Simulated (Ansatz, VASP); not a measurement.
# One calculation of ZnS, two programs

Contents of INCAR:

```
SYSTEM = ZnS
ALGO = Normal
EDIFF = 1E-6
ENCUT = 520
GGA = PS
ISIF = 2
ISMEAR = 0
LASPH = .TRUE.
LCHARG = .FALSE.
LREAL = .FALSE.
LWAVE = .FALSE.
NBANDS = 26
NELM = 60
PREC = Accurate
SIGMA = 0.01
```

File KPOINTS:

```
k-points
0
G
  6 6 2
  0 0 0
```

File POSCAR:

```
ZnS
1.0
    3.8110000000      0.0000000000      0.0000000000
   -1.9055000000      3.3004200000      0.0000000000
    0.0000000000      0.0000000000      6.2340000000
Zn S
2 2
Direct
    0.3284000000      0.6450400000      0.9935283574
    0.6863200000      0.3269600000      0.5040000000
    0.3363300000      0.7101100000      0.3884900000
    0.6780800000      0.3268100000      0.8820700000
```

Input for Ansatz:

```yaml
crystal:
  lattice:
    - [3.811, 0.0, 0.0]
    - [-1.9055, 3.30042, 0.0]
    - [0.0, 0.0, 6.234]
  atoms:
    - { symbol: Zn, position: [0.3284, 0.64504, 0.9935283573949311] }
    - { symbol: Zn, position: [0.68632, 0.32696, 0.504] }
    - { symbol: S, position: [0.33633, 0.71011, 0.38849] }
    - { symbol: S, position: [0.67808, 0.32681, 0.88207] }
basis:
  ecutwfc: 540.0
  xc_grid: 2
kpoints:
  mp_grid:
    grid: [6, 6, 2]
hamiltonian:
  xc: pbesol
scf:
  convergence:
    dr2_threshold: 1.0e-09
  occupations:
    method: fixed
output:
  forces: true
  stress: true
```

Alike in both runs: task single point; functional PBEsol; k mesh 6 × 6 × 2; no spin polarisation.

|  | VASP | Ansatz |
| --- | --- | --- |
| version | VASP 6.6.1 | Ansatz 0.2.0 |
| potentials or method | VASP PAW PBE potentials, release 64 (Zn, S), cutoff 520 eV | plane waves, PAW |
| occupations | gaussian, width 0.01 eV | fixed |
| valence electrons in the cell | 36 | 36 |

```tsv
	VASP	Ansatz	Ansatz less VASP
pressure (GPa)	0.0	-0.2	-0.21
traceless stress, the component that is largest in VASP (GPa)	2.75	2.73	-0.024
rms of the force components (eV/Å)	0.664	0.660	-0.0033
```

VASP's potentials were made for PBE, not for PBEsol. Atom by atom the forces differ by 0.004 eV/Å (rms over components). Ansatz's warnings: stress scf threshold loose.

The k mesh is coarse, so the values compare programs but aren't converged.
